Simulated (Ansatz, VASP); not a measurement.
# Os: VASP beside Ansatz

```
Os
1.0
    -0.05257    1.94372    1.93769
     1.94827   -0.03762    1.92274
     1.91985    1.90035   -0.00920
Os
1
Direct
  0.00030 0.00451 0.98087
```

Change from the starting cell: cell strained at random at fixed volume.

Alike in both runs: functional PBEsol; dispersion D3(BJ); k mesh 9 × 9 × 9; occupations fermi-dirac, width 0.05 eV; no spin polarisation; Hubbard terms Os d U = 3.0 eV.

|  | VASP | Ansatz |
| --- | --- | --- |
| version | VASP 6.6.1 | Ansatz 0.2.0 |
| potentials or method | VASP PAW PBE potentials, release 64 (Os) | Ansatz PAW earlier set |
| plane-wave cutoff (eV) | 520 | 480 |
| valence electrons in the cell | 8 | 16 |
| task | single point | electrostatic potential |

```csv
,VASP,Ansatz,Ansatz less VASP
gap on the k mesh at the Fermi level (eV),none,none,-
pressure (GPa),-32.9,-37.1,-4.16
"traceless stress, the component that is largest in VASP (GPa)",11.74,12.06,+0.320
```

VASP's potentials were made for PBE, not for PBEsol, and Ansatz warns of the same on its side. The programs project onto different local orbitals, so the same U acts differently, and such runs can settle in different states. A gap of «none» marks a metal or a gap that the smearing closes. The pressures are high and differ by over a tenth, so treat them with care. VASP's potentials hold 8 valence electrons a cell and Ansatz's 16, so a difference there can come from the potentials and not from the codes.

Neither program's run includes spin-orbit coupling. Noted on VASP's run: the cell as given lies far from equilibrium. Noted on Ansatz's run: the cell as given lies far from equilibrium.
